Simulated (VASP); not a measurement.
Wanted: the native input for a VASP 6.6.1 run.

```
Task                   : single point
Functional             : r2SCAN
Potentials or basis    : VASP PAW PBE potentials, release 64 (Li_sv)
Cutoff                 : 520 eV
k mesh                 : 20 × 20 × 20
Occupations            : gaussian, width 0.15 eV
Spin                   : no spin polarisation
Dipole correction      : no
Further INCAR settings : ALGO = Normal; EDIFF = 1e-07; NBANDS = 8
```

Crystal: Li.

```
CELL_PARAMETERS angstrom
0.00000 2.16648 2.27480
2.16648 0.00000 2.27480
2.16648 2.16648 0.00000
ATOMIC_POSITIONS crystal
Li 0.00000 0.00000 0.00000
```

This cell differs from its parent crystal: ratio of the length along z to the lengths across it x 1.05, volume and fractional coordinates fixed.

One way to write it, as run:

POSCAR

```
Li
1.0
    0.0000000000      2.1664776593      2.2748015422
    2.1664776593      0.0000000000      2.2748015422
    2.1664776593      2.1664776593      0.0000000000
Li
1
Direct
    0.0000000000      0.0000000000      0.0000000000
```

INCAR.step1

```
ALGO = Normal
EDIFF = 1E-4
ENCUT = 520
GGA = PE
ISMEAR = 0
LASPH = T
LCHARG = F
LREAL = F
LWAVE = T
NBANDS = 8
NELM = 100
PREC = Accurate
SIGMA = 0.15
```

INCAR.step2

```
ALGO = Normal
EDIFF = 1E-7
ENCUT = 520
ISIF = 2
ISMEAR = 0
ISTART = 1
LASPH = T
LCHARG = F
LMIXTAU = T
LREAL = F
LWAVE = F
METAGGA = R2SCAN
NBANDS = 8
NELM = 100
PREC = Accurate
SIGMA = 0.15
```

KPOINTS

```
k-points
0
Gamma
  20 20 20
```

Potentials or basis: VASP PAW PBE potentials, release 64 (Li_sv).

The run is started by

```sh
$ cat potpaw_PBE.64/Li_sv/POTCAR > POTCAR
$ cp INCAR.step1 INCAR
$ mpirun -np 1 vasp_std > vasp.out
$ cp INCAR.step2 INCAR
$ mpirun -np 1 vasp_std > vasp.out
```

Wall time 6.4 min on 1 thread of Intel(R) Xeon(R) Platinum 8259CL CPU @ 2.50GHz (Skylake/Cascade Lake) (shared host), peak memory 0.2 GiB.
